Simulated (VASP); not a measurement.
# BN (P6_3mc) in VASP: settings compared

The runs below take BN through single point, with PBE, HSE06.

All numbers are computed with VASP 6.6.1; they aren't measurements. Logs are shortened: lines on timing, memory, paths and dates and some standing lists are left out, and cuts for length are marked.

## (1) The cell of the first run

Symmetry: P6_3mc, No. 186, hexagonal system. The conventional cell has a = 2.468 Å, b = 2.468 Å, c = 4.082 Å, α = 90.00°, β = 90.00°, γ = 120.00°. B (site symmetry 3m) has 4 N at 1.51 to 1.53 Å within 2.0 Å. Within 2.0 Å of N (site symmetry 3m) lie 4 B at 1.51 to 1.53 Å.

## (2) Single point, PBE (strain -3.0%)

The input, INCAR:

```
SYSTEM = BN
PREC = Accurate
ENCUT = 520
EDIFF = 1E-7
ISMEAR = -1
SIGMA = 0.02
LREAL = .False.
LASPH = .True.
NELM = 80
ALGO = Normal
ISIF = 2
LWAVE = .False.
LCHARG = .False.
GGA = PE
NBANDS = 16
```

The input, KPOINTS:

```
regular mesh
0
Gamma
  12 12 6
  0 0 0
```

The input, POSCAR:

```
BN
1.0
    2.4676314996      0.0000000000      0.0000000000
   -1.2338157498      2.1370315658      0.0000000000
    0.0000000000      0.0000000000      4.0815808813
B N
2 2
Direct
    0.3333333333      0.6666666667      0.0005226463
    0.6666666667      0.3333333333      0.5005226463
    0.3333333333      0.6666666667      0.3744773537
    0.6666666667      0.3333333333      0.8744773537
```

Potentials or basis: VASP PAW PBE potentials, release 64 (B, N).

The run is started by

```bash
$ cat potpaw_PBE.64/B/POTCAR potpaw_PBE.64/N/POTCAR > POTCAR
$ mpirun -np 1 vasp_std > vasp.out
```

OUTCAR:

```text
SYSTEM = BN
   PREC = Accurate
   ENCUT = 520
   EDIFF = 1E-7
   ISMEAR = -1
   LREAL = .False.
   LASPH = .True.
   NELM = 80
   ISIF = 2
   GGA = PE

 ion  position               nearest neighbor table
   1  0.333  0.667  0.001-   4 1.51   4 1.51   4 1.51   3 1.53
   2  0.667  0.333  0.501-   3 1.51   3 1.51   3 1.51   4 1.53
   3  0.333  0.667  0.374-   2 1.51   2 1.51   2 1.51   1 1.53
   4  0.667  0.333  0.874-   1 1.51   1 1.51   1 1.51   2 1.53

  LATTYP: Found a hexagonal cell.
 ALAT       =     2.4676314996
 C/A-ratio  =     1.6540479735

  Lattice vectors:

 A1 = (   2.4676314996,   0.0000000000,   0.0000000000)
 A2 = (  -1.2338157498,   2.1370315658,   0.0000000000)
 A3 = (   0.0000000000,   0.0000000000,   4.0815808813)

Analysis of symmetry for initial positions (statically):
=====================================================================
 Subroutine PRICEL returns:
 Original cell was already a primitive cell.

 Routine SETGRP: Setting up the symmetry group for a
 hexagonal supercell.

 Subroutine GETGRP returns: Found 12 space group operations
 (whereof  6 operations were pure point group operations)
 out of a pool of 24 trial point group operations.

The static configuration has the point symmetry C_3v.
 The point group associated with its full space group is C_6v.

Analysis of symmetry for dynamics (positions and initial velocities):
=====================================================================
 Subroutine PRICEL returns:
 Original cell was already a primitive cell.

 Routine SETGRP: Setting up the symmetry group for a
 hexagonal supercell.

 Subroutine GETGRP returns: Found 12 space group operations
 (whereof  6 operations were pure point group operations)
 out of a pool of 24 trial point group operations.

The dynamic configuration has the point symmetry C_3v.
 The point group associated with its full space group is C_6v.

 Subroutine INISYM returns: Found 12 space group operations
 (whereof  6 operations are pure point group operations),
 and found     1 'primitive' translations

----------------------------------------------------------------------------------------

                                     Primitive cell

  volume of cell :      21.5238

  direct lattice vectors                    reciprocal lattice vectors
     2.467631500  0.000000000  0.000000000     0.405246894  0.233969403  0.000000000
[... 90 lines left out ...]
   EDIFF  = 0.1E-06   stopping-criterion for ELM
   LREAL  =      F    real-space projection
   EDIFFG = 0.1E-05   stopping-criterion for IOM
   NSW    =      0    number of steps for IOM
   IBRION =     -1    ionic relax: 0-MD 1-quasi-New 2-CG
   NFREE  =      0    steps in history (QN), initial steepest desc. (CG)
   ISIF   =      2    stress and relaxation
   ISYM   =      2    0-nonsym 1-usesym 2-fastsym
   POTIM  = 0.5000    time-step for ionic-motion
   TEBEG  =    0.0;   TEEND  =   0.0 temperature during run
   PSTRESS=    0.0 pullay stress
   NELECT =      16.0000    total number of electrons
   NUPDOWN=      -1.0000    fix difference up-down
   EMIN   =  10.00;   EMAX   =-10.00  energy-range for DOS
   EFERMI =   0.00;   METHOD = LEGACY
   ISMEAR =    -1;   SIGMA  =   0.02  broadening in eV -4-tet -1-fermi 0-gaus
   EFERMI_NEDOS =   21; number of points for ismear=-14 and -15
   IALGO  =     38    algorithm
   IMIX   =      4    mixing-type and parameters
     AMIX     =   0.40;   BMIX     =  1.00
     AMIX_MAG =   1.60;   BMIX_MAG =  1.00
  volume/ion in A,a.u.               =       5.38        36.31
  Fermi-wavevector in a.u.,A,eV,Ry     =   1.483002  2.802467 29.923207  2.199294
  Thomas-Fermi vector in A             =   2.596717
   LORBIT       =      0    0 simple, 1 ext, 2 COOP (PROOUT), +10 PAW based schemes
   GGA     = PE    functional components
   LHFCALC =     F    Hartree Fock is set to
   AEXX    =    0.0000 exact exchange contribution
   IVDW    =     0    specifies the selected vdW correction
   LEPSILON=     F    determine dielectric tensor
   LRPA    =     F    only Hartree local field effects (RPA)
 non-spin polarized calculation
  energy-cutoff  :      520.00
  volume of cell :       21.52
 maximum number of plane-waves:       596
   NGX =  9   NGY =  9   NGZ = 15

 number of electron      15.9999997 magnetization

 Free energy of the ion-electron system (eV)
  ---------------------------------------------------
  ext. energy  EPLUGINS =         0.00000000
  ---------------------------------------------------
  free energy    TOTEN  =       -34.50796406 eV

  energy without entropy =      -34.50796406  energy(sigma->0) =      -34.50796406

 E-fermi :   9.1439     XC(G=0): -13.2789

 val. band max:        8.7878653385   @ k =   0.0000   0.0000   0.0000
 cond. band min:      13.7671040372   @ k =   0.3333   0.3333   0.0000
 fundamental gap:      4.9792386987
 Fermi energy:         9.1438522687

 k-point     1 :       0.0000    0.0000    0.0000
  band No.  band energies     occupation
      1     -12.7551      2.00000
      2      -8.1515      2.00000
      3      -3.0748      2.00000
      4       6.4458      2.00000
      5       6.4458      2.00000
      6       8.4416      2.00000
[... 433 lines left out ...]
      3      -0.7614      2.00000
      4       0.8065      2.00000
      5       2.4246      2.00000
      6       4.0550      2.00000
[... 8 lines left out ...]
     15      26.0147      0.00000
     16      26.5391      0.00000

 [... further k-points ...]

------------------------ aborting loop because EDIFF is reached ----------------------------------------

  FORCE on cell =-STRESS in cart. coord.  units (eV):
  Direction    XX          YY          ZZ          XY          YZ          ZX
  --------------------------------------------------------------------------------------
  -------------------------------------------------------------------------------------
  Total        6.2963262      6.2963262      6.4030504     -0.0000000      0.0000000     -0.0000000
  in kB      468.6818704    468.6818704    476.6261333     -0.0000000      0.0000000     -0.0000000
  external PRESSURE =     471.3299580 kB  Pullay stress =       0.0000000 kB

 VOLUME and BASIS-vectors are now :
 -----------------------------------------------------------------------------
  energy-cutoff  :      520.00
  volume of cell :       21.52
      direct lattice vectors                 reciprocal lattice vectors
     2.467631500  0.000000000  0.000000000     0.405246894  0.233969403  0.000000000
    -1.233815750  2.137031566  0.000000000     0.000000000  0.467938806  0.000000000
     0.000000000  0.000000000  4.081580881     0.000000000  0.000000000  0.245003108

 POSITION                                       TOTAL-FORCE (eV/Angst)
 -----------------------------------------------------------------------------------
     -0.00000      1.42469      0.00213        -0.000000      0.000000      0.009194
      1.23382      0.71234      2.04292         0.000000     -0.000000      0.009194
     -0.00000      1.42469      1.52846        -0.000000     -0.000000     -0.009194
      1.23382      0.71234      3.56925         0.000000      0.000000     -0.009194
 -----------------------------------------------------------------------------------
    total drift:                                0.000000      0.000000     -0.000295

  FREE ENERGIE OF THE ION-ELECTRON SYSTEM (eV)
  ---------------------------------------------------
  free  energy   TOTEN  =       -34.5079640550 eV

  energy  without entropy=      -34.5079640550  energy(sigma->0) =      -34.50796406
```

Run time: 44 s. Hardware: 1 thread of Intel Xeon 8259CL, shared host; peak memory 0.14 GiB.

What came out:

```yaml
Free_energy: -34.5080 eV
Pressure: 47.1 GPa
Largest_force: 0.009 eV/Å
Band_gap_on_the_k_mesh: 4.98 eV, indirect (least direct gap 8.71 eV)
```

Forces in eV/Å, atoms in the order of the input:
```
B    0.000  0.000  0.009
B    0.000  0.000  0.009
N    0.000  0.000 -0.009
N    0.000  0.000 -0.009
```

Stress tensor (GPa, compression positive):
```
46.87  0.00  0.00
 0.00 46.87  0.00
 0.00  0.00 47.66
```

Levels at points of the mesh, in eV from the valence-band top:
```
           k point  band 4  band 5  band 6  band 7  band 8  band 9  band 10  band 11  band 12  band 13
(0.00, 0.00, 0.00)   -2.34   -2.34   -0.35    0.00    0.00    8.74     8.74     9.13    10.70    12.25
(0.50, 0.00, 0.00)   -8.38   -7.48   -5.48   -4.93   -2.31    7.04     8.23    11.06    12.30    14.13
(0.00, 0.00, 0.50)   -6.15   -1.30   -1.30   -1.30   -1.30   10.36    10.36    10.42    10.42    10.42
(0.50, 0.00, 0.50)  -10.84   -4.15   -4.15   -3.92   -3.92    6.92     6.92    10.68    10.68    15.20
```

Caveat: the cell differs from its parent crystal (strain -3.0%). A k mesh can miss the band edges.

## (3) Single point, PBE (strain -2.0%)

The input, INCAR:

```
PREC     = Accurate       # precision mode
ENCUT    = 520            # plane-wave cutoff, eV
EDIFF    = 1E-6           # SCF threshold, eV
ISMEAR   = -1             # smearing method
SIGMA    = 0.02           # smearing width, eV
LREAL    = F              # projectors in reciprocal space
LASPH    = T              # aspherical terms in the spheres
NELM     = 100            # most SCF steps
ALGO     = Normal         # electronic algorithm
ISIF     = 2              # what is computed and relaxed
LWAVE    = F              # write WAVECAR
LCHARG   = T              # write CHGCAR
GGA      = PE             # functional
LELF     = T              # ELF
LVHAR    = T            
NBANDS   = 16             # bands
```

The input, KPOINTS:

```
regular mesh
0
Gamma
  12 12 6
```

The input, POSCAR:

```
BN
1.0
    2.4930709996      0.0000000000      0.0000000000
   -1.2465354998      2.1590628191      0.0000000000
    0.0000000000      0.0000000000      4.1236590347
B N
2 2
Direct
    0.3333333333      0.6666666667      0.0004218835
    0.6666666667      0.3333333333      0.5004218835
    0.3333333333      0.6666666667      0.3745781165
    0.6666666667      0.3333333333      0.8745781165
```

Potentials or basis: VASP PAW PBE potentials, release 64 (B, N).

The run is started by

```bash
$ cat potpaw_PBE.64/B/POTCAR potpaw_PBE.64/N/POTCAR > POTCAR
$ mpirun -np 1 vasp_std > vasp.out
```

Run time: 48 s. Hardware: 1 thread of Intel Xeon 8259CL, shared host; peak memory 0.15 GiB.

Results (log left out):

| Property | Result |
| --- | --- |
| Free energy | -34.6732 eV |
| Pressure | 31.4 GPa |
| Largest force | 0.009 eV/Å |
| Band gap on the k mesh | 5.05 eV, indirect (least direct gap 8.57 eV) |

Forces on the atoms (eV/Å):
```
B    0.000  0.000  0.009
B    0.000  0.000  0.009
N    0.000  0.000 -0.009
N    0.000  0.000 -0.009
```

Stress tensor (GPa, compression positive):
```
31.30  0.00  0.00
 0.00 31.30  0.00
 0.00  0.00 31.67
```

Levels at points of the mesh, in eV from the valence-band top:
| k point | band 4 | band 5 | band 6 | band 7 | band 8 | band 9 | band 10 | band 11 | band 12 | band 13 |
| --- | --- | --- | --- | --- | --- | --- | --- | --- | --- | --- |
| (0.00, 0.00, 0.00) | -2.27 | -2.27 | -0.32 | 0.00 | 0.00 | 8.62 | 8.62 | 8.97 | 10.31 | 11.75 |
| (0.50, 0.00, 0.00) | -8.18 | -7.29 | -5.32 | -4.76 | -2.25 | 6.93 | 8.15 | 10.91 | 12.05 | 13.70 |
| (0.00, 0.00, 0.50) | -6.00 | -1.26 | -1.26 | -1.26 | -1.26 | 10.07 | 10.07 | 10.26 | 10.26 | 10.26 |
| (0.50, 0.00, 0.50) | -10.56 | -4.02 | -4.02 | -3.80 | -3.80 | 6.82 | 6.82 | 10.47 | 10.47 | 14.89 |

Caveat: the cell differs from its parent crystal (strain -2.0%). A k mesh can miss the band edges.

## (4) Single point, PBE

This run uses another cell than the first one, of 5.90 Å³/atom, 1.096 times its volume.

The input, INCAR:

```
SYSTEM = BN
  PREC = Accurate
  ENCUT = 520
  EDIFF = 1E-6
  ISMEAR = -1
  SIGMA = 0.02
  LREAL = .FALSE.
  LASPH = .TRUE.
  NELM = 80
  ALGO = Normal
  ISIF = 2
  LWAVE = .FALSE.
  LCHARG = .FALSE.
  GGA = PE
  NBANDS = 16
```

The input, KPOINTS:

```
Automatic mesh
0
G
  12 12 6
  0 0 0
```

The input, POSCAR:

```
BN
1.0
    2.5439499996      0.0000000000      0.0000000000
   -1.2719749998      2.2031253256      0.0000000000
    0.0000000000      0.0000000000      4.2078153415
B N
2 2
Direct
    0.3333333333      0.6666666667      0.0002034650
    0.6666666667      0.3333333333      0.5002034650
    0.3333333333      0.6666666667      0.3747965350
    0.6666666667      0.3333333333      0.8747965350
```

The run is started by

```bash
$ cat potpaw_PBE.64/B/POTCAR potpaw_PBE.64/N/POTCAR > POTCAR
$ mpirun -np 1 vasp_std > vasp.out
```

Run time: 49 s. Hardware: 1 thread of Intel Xeon 8259CL, shared host; peak memory 0.14 GiB.

The run converged. Its results:

```yaml
Free_energy: -34.8276 eV
Pressure: 4.9 GPa
Largest_force: 0.009 eV/Å
Band_gap_on_the_k_mesh: 5.19 eV, indirect (least direct gap 8.30 eV)
```

Forces in eV/Å, atoms in the order of the input:
```
B    0.000  0.000  0.009
B    0.000  0.000  0.009
N    0.000  0.000 -0.009
N    0.000  0.000 -0.009
```

Stress tensor (GPa, compression positive):
```
4.99 0.00 0.00
0.00 4.99 0.00
0.00 0.00 4.83
```

Levels at points of the mesh, in eV from the valence-band top:
```tsv
k point	band 6	band 7	band 8	band 9	band 10	band 11
(0.00, 0.00, 0.00)	-0.27	0.00	0.00	8.38	8.38	8.62
(0.50, 0.00, 0.00)	-4.99	-4.42	-2.12	6.72	7.98	10.62
(0.00, 0.00, 0.50)	-1.18	-1.18	-1.18	9.52	9.52	9.94
(0.50, 0.00, 0.50)	-3.78	-3.58	-3.58	6.60	6.60	10.06
```

## (5) Single point, HSE06 (strain -2.0%)

The input, POSCAR:

```
BN
1.0
    2.4930709996      0.0000000000      0.0000000000
   -1.2465354998      2.1590628191      0.0000000000
    0.0000000000      0.0000000000      4.1236590347
B N
2 2
Direct
    0.3333333333      0.6666666667      0.0004218835
    0.6666666667      0.3333333333      0.5004218835
    0.3333333333      0.6666666667      0.3745781165
    0.6666666667      0.3333333333      0.8745781165
```

The input, INCAR.step1:

```
SYSTEM = BN
PREC     = Accurate       ! precision mode
ENCUT    = 520            ! plane-wave cutoff, eV
EDIFF    = 1E-5           ! SCF threshold, eV
ISMEAR   = 0              ! smearing method
SIGMA    = 0.01           ! smearing width, eV
LREAL    = .FALSE.        ! projectors in reciprocal space
LASPH    = .TRUE.         ! aspherical terms in the spheres
NELM     = 100            ! most SCF steps
ALGO     = Normal         ! electronic algorithm
ISIF     = 2              ! what is computed and relaxed
LWAVE    = .TRUE.         ! write WAVECAR
LCHARG   = .FALSE.        ! write CHGCAR
GGA      = PE             ! functional
NBANDS   = 16             ! bands
```

The input, INCAR.step2:

```
SYSTEM = BN
PREC     = Accurate       ! precision mode
ENCUT    = 520            ! plane-wave cutoff, eV
EDIFF    = 1E-6           ! SCF threshold, eV
ISMEAR   = 0              ! smearing method
SIGMA    = 0.01           ! smearing width, eV
LREAL    = .FALSE.        ! projectors in reciprocal space
LASPH    = .TRUE.         ! aspherical terms in the spheres
NELM     = 100            ! most SCF steps
ALGO     = Normal         ! electronic algorithm
ISIF     = 2              ! what is computed and relaxed
LWAVE    = .FALSE.        ! write WAVECAR
LCHARG   = .FALSE.        ! write CHGCAR
GGA      = PE             ! functional
LHFCALC  = .TRUE.         ! exact exchange
HFSCREEN = 0.2079         ! screening, 1/A
PRECFOCK = Normal       
ISTART   = 1            
NBANDS   = 16             ! bands
```

The input, KPOINTS:

```
regular mesh
0
G
  9 9 4
  0 0 0
```

The run is started by

```bash
$ cat potpaw_PBE.64/B/POTCAR potpaw_PBE.64/N/POTCAR > POTCAR
$ cp INCAR.step1 INCAR
$ mpirun -np 1 vasp_std > vasp.out
$ cp INCAR.step2 INCAR
$ mpirun -np 1 vasp_std > vasp.out
```

Run time: 30 min. Hardware: 1 thread of AMD EPYC 9R45 (Zen 5), shared host; peak memory 0.22 GiB.

The run converged. Its results:

- Free energy: -40.5036 eV
- Pressure: 22.5 GPa
- Largest force: 0.010 eV/Å
- Band gap on the k mesh: 6.38 eV, indirect (least direct gap 10.26 eV)

Forces on the atoms (eV/Å):
```
B    0.000  0.000 -0.010
B    0.000  0.000 -0.010
N    0.000  0.000  0.010
N    0.000  0.000  0.010
```

Stress tensor (GPa, compression positive):
```
22.53  0.00  0.00
 0.00 22.53  0.00
 0.00  0.00 22.44
```

Levels at points of the mesh, in eV from the valence-band top:
| k point | band 5 | band 6 | band 7 | band 8 | band 9 | band 10 | band 11 | band 12 |
| --- | --- | --- | --- | --- | --- | --- | --- | --- |
| (0.00, 0.00, 0.00) | -2.45 | -0.32 | 0.00 | 0.00 | 10.34 | 10.34 | 10.72 | 12.03 |
| (0.00, 0.00, 0.50) | -1.36 | -1.36 | -1.36 | -1.36 | 11.82 | 11.82 | 12.07 | 12.07 |

Caveat: the cell differs from its parent crystal (strain -2.0%); the PAW data sets were made with another functional, which shifts forces and pressure a little. A k mesh can miss the band edges.

## (6) Overview

```tsv
level	cell	k mesh	smearing	grid for exact exchange (PRECFOCK)	screening parameter	gap on the mesh (eV)	pressure (GPa)	largest force (eV/Å)
PBE	a = 2.468, b = 2.468, c = 4.082 Å, angles 90.0, 90.0, 120.0°, 4 atoms	12 × 12 × 6	fermi-dirac 0.02 eV	-	-	4.98	47.1	0.01
PBE	a = 2.493, b = 2.493, c = 4.124 Å, angles 90.0, 90.0, 120.0°, 4 atoms	12 × 12 × 6	fermi-dirac 0.02 eV	-	-	5.05	31.4	0.01
PBE	a = 2.544, b = 2.544, c = 4.208 Å, angles 90.0, 90.0, 120.0°, 4 atoms	12 × 12 × 6	fermi-dirac 0.02 eV	-	-	5.19	4.9	0.01
HSE06	a = 2.493, b = 2.493, c = 4.124 Å, angles 90.0, 90.0, 120.0°, 4 atoms	9 × 9 × 4	gaussian 0.01 eV	Normal	0.2079 1/Å	6.38	22.5	0.01
```

Alike in all rows: task single point; potentials or basis VASP PAW PBE potentials, release 64 (B, N); no spin polarisation; cutoff (eV) 520.

Caveats: the PAW data sets were made with another functional, which shifts forces and pressure a little (some runs).

Absolute energies hang on the potentials; compare differences alone.
